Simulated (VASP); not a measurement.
A run of VASP 6.6.1:

Contents of INCAR:

```
PREC = Accurate ; ENCUT = 520
EDIFF = 1E-6 ; ISMEAR = 0
SIGMA = 0.02 ; LREAL = False
LASPH = True ; NELM = 80
ALGO = Normal ; ISIF = 2
LWAVE = False ; LCHARG = False
GGA = PE ; NBANDS = 11
```

File KPOINTS:

```
Automatic mesh
0
Gamma
  12 12 12
```

POSCAR

```
BN
1.0
    0.0000000000      1.8977950568      1.8977950568
    1.8977950568      0.0000000000      1.8977950568
    1.8977950568      1.8977950568      0.0000000000
B N
1 1
Direct
    0.0000000000      0.0000000000      0.0000000000
    0.7500000000      0.7500000000      0.7500000000
```

Potentials or basis: VASP PAW PBE potentials, release 64 (B, N).

Launch:

```sh
$ cat potpaw_PBE.64/B/POTCAR potpaw_PBE.64/N/POTCAR > POTCAR
$ mpirun -np 1 vasp_std > vasp.out
```

Hardware: 1 thread of Intel Xeon 6975P-C, with other jobs on the host.

Problem. Estimate the wall time of this run.

Solution. Wall time 5.6 s on 1 thread of Intel Xeon 6975P-C (shared host), peak memory 0.12 GiB. Counts: scf iterations 12, k points 72.
